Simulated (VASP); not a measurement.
# Ti (Im-3m) in VASP: notebook

The runs below take Ti through single point, with PBEsol.

Program: VASP 6.6.1. These are calculated values, not measurements. Logs are shortened: lines on timing, memory, paths and dates and some standing lists are left out, and cuts for length are marked.

## 1. The cell of the first run

Symmetry: Im-3m, No. 229, cubic system. Conventional cell: a = 3.150 Å, b = 3.150 Å, c = 3.150 Å, α = 90.00°, β = 90.00°, γ = 90.00°. Within 3.6 Å of Ti (site symmetry m-3m) lie 14 Ti at 2.73 to 3.15 Å.

This isn't the form of Ti at room conditions, which is hcp.

## 2. Single point, PBEsol

Input file INCAR:

```
SYSTEM = Ti
PREC = Accurate
ENCUT = 520
EDIFF = 1E-6
ISMEAR = -1
SIGMA = 0.15
LREAL = .FALSE.
LASPH = .TRUE.
NELM = 100
ALGO = Normal
ISIF = 2
LWAVE = .FALSE.
LCHARG = .FALSE.
GGA = PS
NBANDS = 12
```

Input file KPOINTS:

```
Automatic mesh
0
G
  14 14 14
  0 0 0
```

Input file POSCAR:

```
Ti
1.0
   -1.5750861269      1.5750861269      1.5750861269
    1.5750861269     -1.5750861269      1.5750861269
    1.5750861269      1.5750861269     -1.5750861269
Ti
1
Direct
    0.0000000000      0.0000000000      0.0000000000
```

Potentials or basis: VASP PAW PBE potentials, release 64 (Ti_sv).

Started as:

```bash
$ cat potpaw_PBE.64/Ti_sv/POTCAR > POTCAR
$ mpirun -np 1 vasp_std > vasp.out
```

OUTCAR:

```text
SYSTEM = Ti
   PREC = Accurate
   ENCUT = 520
   EDIFF = 1E-6
   ISMEAR = -1
   LREAL = .FALSE.
   LASPH = .TRUE.
   NELM = 100
   ISIF = 2
   GGA = PS

 ion  position               nearest neighbor table
   1  0.000  0.000  0.000-

  LATTYP: Found a body centered cubic cell.
 ALAT       =     3.1501722538

  Lattice vectors:

 A1 = (  -1.5750861269,   1.5750861269,   1.5750861269)
 A2 = (   1.5750861269,  -1.5750861269,   1.5750861269)
 A3 = (   1.5750861269,   1.5750861269,  -1.5750861269)

Analysis of symmetry for initial positions (statically):
=====================================================================
 Subroutine PRICEL returns:
 Original cell was already a primitive cell.

 Routine SETGRP: Setting up the symmetry group for a
 body centered cubic supercell.

 Subroutine GETGRP returns: Found 48 space group operations
 (whereof 48 operations were pure point group operations)
 out of a pool of 48 trial point group operations.

The static configuration has the point symmetry O_h .

Analysis of symmetry for dynamics (positions and initial velocities):
=====================================================================
 Subroutine PRICEL returns:
 Original cell was already a primitive cell.

 Routine SETGRP: Setting up the symmetry group for a
 body centered cubic supercell.

 Subroutine GETGRP returns: Found 48 space group operations
 (whereof 48 operations were pure point group operations)
 out of a pool of 48 trial point group operations.

The dynamic configuration has the point symmetry O_h .

 Subroutine INISYM returns: Found 48 space group operations
 (whereof 48 operations are pure point group operations),
 and found     1 'primitive' translations

----------------------------------------------------------------------------------------

                                     Primitive cell

  volume of cell :      15.6305

  direct lattice vectors                    reciprocal lattice vectors
    -1.575086127  1.575086127  1.575086127     0.000000000  0.317442958  0.317442958
     1.575086127 -1.575086127  1.575086127     0.317442958  0.000000000  0.317442958
     1.575086127  1.575086127 -1.575086127     0.317442958  0.317442958  0.000000000

  length of vectors
     2.728129198  2.728129198  2.728129198     0.448932137  0.448932137  0.448932137

[... 77 lines left out ...]
   NELM   =    100;   NELMIN=  2; NELMDL= -5     # of ELM steps
   EDIFF  = 0.1E-05   stopping-criterion for ELM
   LREAL  =      F    real-space projection
   EDIFFG = 0.1E-04   stopping-criterion for IOM
   NSW    =      0    number of steps for IOM
   IBRION =     -1    ionic relax: 0-MD 1-quasi-New 2-CG
   NFREE  =      0    steps in history (QN), initial steepest desc. (CG)
   ISIF   =      2    stress and relaxation
   ISYM   =      2    0-nonsym 1-usesym 2-fastsym
   POTIM  = 0.5000    time-step for ionic-motion
   TEBEG  =    0.0;   TEEND  =   0.0 temperature during run
   PSTRESS=    0.0 pullay stress
   NELECT =      12.0000    total number of electrons
   NUPDOWN=      -1.0000    fix difference up-down
   EMIN   =  10.00;   EMAX   =-10.00  energy-range for DOS
   EFERMI =   0.00;   METHOD = LEGACY
   ISMEAR =    -1;   SIGMA  =   0.15  broadening in eV -4-tet -1-fermi 0-gaus
   EFERMI_NEDOS =   21; number of points for ismear=-14 and -15
   IALGO  =     38    algorithm
   IMIX   =      4    mixing-type and parameters
     AMIX     =   0.40;   BMIX     =  1.00
     AMIX_MAG =   1.60;   BMIX_MAG =  1.00
  volume/ion in A,a.u.               =      15.63       105.48
  Fermi-wavevector in a.u.,A,eV,Ry     =   1.499032  2.832760 30.573615  2.247097
  Thomas-Fermi vector in A             =   2.610714
   LORBIT       =      0    0 simple, 1 ext, 2 COOP (PROOUT), +10 PAW based schemes
   GGA     = PS    functional components
   LHFCALC =     F    Hartree Fock is set to
   AEXX    =    0.0000 exact exchange contribution
   IVDW    =     0    specifies the selected vdW correction
   LEPSILON=     F    determine dielectric tensor
   LRPA    =     F    only Hartree local field effects (RPA)
 non-spin polarized calculation
  energy-cutoff  :      520.00
  volume of cell :       15.63
 maximum number of plane-waves:       432
   NGX = 11   NGY = 11   NGZ = 11

 number of electron      11.9999995 magnetization

 Free energy of the ion-electron system (eV)
  ---------------------------------------------------
  ext. energy  EPLUGINS =         0.00000000
  ---------------------------------------------------
  free energy    TOTEN  =        -8.29261486 eV

  energy without entropy =       -8.14456446  energy(sigma->0) =       -8.21858966

 E-fermi :   9.0914     XC(G=0): -12.1438

 val. band max:        9.0861917884   @ k =  -0.3571  -0.4286   0.1429
 cond. band min:       9.1049874842   @ k =   0.2857   0.1429   0.0714
 fundamental gap:      0.0187956958
 Fermi energy:         9.0914030872

 k-point     1 :       0.0000    0.0000    0.0000
  band No.  band energies     occupation
      1     -47.0025      2.00000
      2     -22.8048      2.00000
      3     -22.8048      2.00000
      4     -22.8048      2.00000
      5       2.9303      2.00000
      6      10.1689      0.00152
      7      10.1689      0.00152
      8      10.1689      0.00152
      9      12.1857      0.00000
     10      12.1857      0.00000
     11      27.2696      0.00000
     12      27.2696      0.00000
[... 331 lines left out ...]
 k-point    24 :       0.3571    0.2857    0.0000
  band No.  band energies     occupation
      1     -46.7739      2.00000
      2     -23.5302      2.00000
      3     -23.3815      2.00000
      4     -22.9204      2.00000
      5       7.8476      1.99950
      6       8.4896      1.96445
      7       8.7721      1.78728
      8      12.3252      0.00000
      9      12.6026      0.00000
     10      17.1725      0.00000
     11      18.6481      0.00000
     12      19.7548      0.00000

 [... further k-points ...]
[... 5 lines left out ...]
  --------------------------------------------------------------------------------------
  -------------------------------------------------------------------------------------
  Total        0.7461409      0.7461409      0.7461409     -0.0000000     -0.0000000      0.0000000
  in kB       76.4818788     76.4818788     76.4818788     -0.0000000     -0.0000000      0.0000000
  external PRESSURE =      76.4818788 kB  Pullay stress =       0.0000000 kB

 VOLUME and BASIS-vectors are now :
 -----------------------------------------------------------------------------
  energy-cutoff  :      520.00
  volume of cell :       15.63
      direct lattice vectors                 reciprocal lattice vectors
    -1.575086127  1.575086127  1.575086127     0.000000000  0.317442958  0.317442958
     1.575086127 -1.575086127  1.575086127     0.317442958  0.000000000  0.317442958
     1.575086127  1.575086127 -1.575086127     0.317442958  0.317442958  0.000000000

 POSITION                                       TOTAL-FORCE (eV/Angst)
 -----------------------------------------------------------------------------------
      0.00000      0.00000      0.00000         0.000000     -0.000000      0.000000
 -----------------------------------------------------------------------------------
    total drift:                                0.000000     -0.000000      0.000000

  FREE ENERGIE OF THE ION-ELECTRON SYSTEM (eV)
  ---------------------------------------------------
  free  energy   TOTEN  =        -8.2926148576 eV

  energy  without entropy=       -8.1445644600  energy(sigma->0) =       -8.21858966
```

OSZICAR:

```text
N       E                     dE             d eps       ncg     rms          rms(c)
DAV:   1     0.868838383716E+02    0.86884E+02   -0.66119E+03  2496   0.124E+03
DAV:   2    -0.491107719655E+01   -0.91795E+02   -0.89158E+02  2548   0.301E+02
DAV:   3    -0.916105525485E+01   -0.42500E+01   -0.42054E+01  3404   0.658E+01
DAV:   4    -0.925005805715E+01   -0.89003E-01   -0.88871E-01  2824   0.833E+00
DAV:   5    -0.925220645460E+01   -0.21484E-02   -0.21483E-02  2940   0.113E+00    0.960E+00
DAV:   6    -0.828761757645E+01    0.96459E+00   -0.20356E+00  2708   0.213E+01    0.259E+00
DAV:   7    -0.827915365467E+01    0.84639E-02   -0.95017E-02  3012   0.364E+00    0.138E+00
DAV:   8    -0.829220047903E+01   -0.13047E-01   -0.43605E-02  2612   0.245E+00    0.140E-01
DAV:   9    -0.829255949383E+01   -0.35901E-03   -0.38995E-03  3024   0.630E-01    0.988E-02
DAV:  10    -0.829264079845E+01   -0.81305E-04   -0.33318E-04  2708   0.211E-01    0.186E-02
DAV:  11    -0.829261520078E+01    0.25598E-04   -0.22933E-05  2916   0.684E-02    0.912E-03
DAV:  12    -0.829261485761E+01    0.34317E-06   -0.16430E-06  2404   0.155E-02
   1 F= -.82926149E+01 E0= -.82185897E+01  d E =-.148050E+00
```

stdout:

```text
POSCAR found type information on POSCAR Ti
 POSCAR found :  1 types and       1 ions
 scaLAPACK will be used
 -----------------------------------------------------------------------------
|                                                                             |
|                                                                             |
|     You enforced a specific xc type in the INCAR file but a different       |
|     I HOPE YOU KNOW WHAT YOU ARE DOING!                                     |
|                                                                             |
 -----------------------------------------------------------------------------

 LDA part: xc-table for (Slater+PW92), standard interpolation
 POSCAR, INCAR and KPOINTS ok, starting setup
 FFT: planning ... GRIDC
 FFT: planning ... GRID_SOFT
 FFT: planning ... GRID
 WAVECAR not read
 entering main loop
```

Wall time 6 s (1 thread of Intel Xeon 6975P-C (Granite Rapids), shared host); peak memory 0.13 GiB.

Results:

* Free energy: -8.2926 eV
* Pressure: 7.6 GPa
* Band gap on the k mesh: zero (bands 6 and 7 overlap by 1.81 eV)

Levels at points of the mesh, in eV from the Fermi level:
| k point | band 4 | band 5 | band 6 | band 7 | band 8 | band 9 |
| --- | --- | --- | --- | --- | --- | --- |
| (0.00, 0.00, 0.00) | -31.90 | -6.16 | 1.08 | 1.08 | 1.08 | 3.09 |
| (0.50, 0.00, 0.00) | -31.91 | -2.73 | -0.52 | 1.52 | 3.11 | 3.51 |
| (0.50, 0.50, 0.50) | -32.54 | -2.48 | -2.48 | 4.48 | 4.48 | 4.48 |

Caveat: the cell stands under pressure; the PAW data sets were made with another functional, which shifts forces and pressure a little.

## 3. Single point, PBEsol

This run uses another cell than the first one, of 16.12 Å³/atom.

Input file INCAR:

```
SYSTEM = Ti
  PREC = Accurate
  ENCUT = 520
  EDIFF = 1E-7
  ISMEAR = -1
  SIGMA = 0.15
  LREAL = .False.
  LASPH = .True.
  NELM = 60
  ALGO = Normal
  ISIF = 2
  LWAVE = .False.
  LCHARG = .False.
  GGA = PS
  NBANDS = 12
```

Input file KPOINTS:

```
regular mesh
0
Gamma
  14 14 14
  0 0 0
```

Input file POSCAR:

```
Ti
1.0
   -1.5913857770      1.5913857770      1.5913857770
    1.5913857770     -1.5913857770      1.5913857770
    1.5913857770      1.5913857770     -1.5913857770
Ti
1
Direct
    0.0000000000      0.0000000000      0.0000000000
```

Potentials or basis: VASP PAW PBE potentials, release 64 (Ti_sv).

Started as:

```bash
$ cat potpaw_PBE.64/Ti_sv/POTCAR > POTCAR
$ mpirun -np 1 vasp_std > vasp.out
```

Run time: 8 s. Hardware: 1 thread of Intel Xeon 6975P-C (Granite Rapids), shared host; peak memory 0.14 GiB.

Results (log left out):

```
Free energy            : -8.3100 eV
Pressure               : 3.7 GPa
Band gap on the k mesh : zero (bands 6 and 7 overlap by 1.77 eV)
```

Levels at points of the mesh, in eV from the Fermi level:
```
           k point  band 3  band 4  band 5  band 6  band 7  band 8  band 9  band 10
(0.00, 0.00, 0.00)  -32.00  -32.00   -6.11    1.05    1.05    1.05    2.99     2.99
(0.50, 0.00, 0.00)  -32.27  -32.01   -2.65   -0.48    1.40    3.00    3.38     4.71
(0.50, 0.50, 0.50)  -32.59  -32.59   -2.37   -2.37    4.32    4.32    4.32     8.98
```

Caveat: the cell stands under pressure; the PAW data sets were made with another functional, which shifts forces and pressure a little.
